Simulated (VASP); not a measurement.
AlSiN, 3 atoms in the cell. It takes space group P4/mmm (No. 123, tetragonal). The conventional cell has a = 2.637 Å, b = 2.637 Å, c = 7.641 Å, α = 90.00°, β = 90.00°, γ = 90.00°. Within 2.5 Å of Al (site symmetry 4/mmm) lie 4 N at 1.86 Å. Si (site symmetry 4/mmm) has 4 Si at 2.64 Å within 3.5 Å. Within 2.5 Å of N (site symmetry 4/mmm) lie 4 Al at 1.86 Å. 

```yaml
Program: VASP 6.6.1
Task: single point
Functional: PBE
Potentials_or_basis: VASP PAW PBE potentials, release 64 (Al, Si, N)
Cutoff: 600 eV
k_mesh: 18 × 18 × 6
Occupations: gaussian, width 0.1 eV
Spin: no spin polarisation
Dipole_correction: no
Further_INCAR_settings: ALGO = Normal; EDIFF = 1e-06; NBANDS = 13
```

Potentials or basis: VASP PAW PBE potentials, release 64 (Al, Si, N).

Command:

```console
$ cat potpaw_PBE.64/Al/POTCAR potpaw_PBE.64/Si/POTCAR potpaw_PBE.64/N/POTCAR > POTCAR
$ mpirun -np 1 vasp_std > vasp.out
```

Hardware: 1 thread of Intel(R) Xeon(R) 6975P-C (Granite Rapids), with other jobs on the host.

**Question.** Estimate the wall time of this run.

**Answer.** It took 58 s on 1 thread of Intel(R) Xeon(R) 6975P-C (Granite Rapids) (shared host), peak memory 0.32 GiB. Counts: scf iterations 15, k points 220.
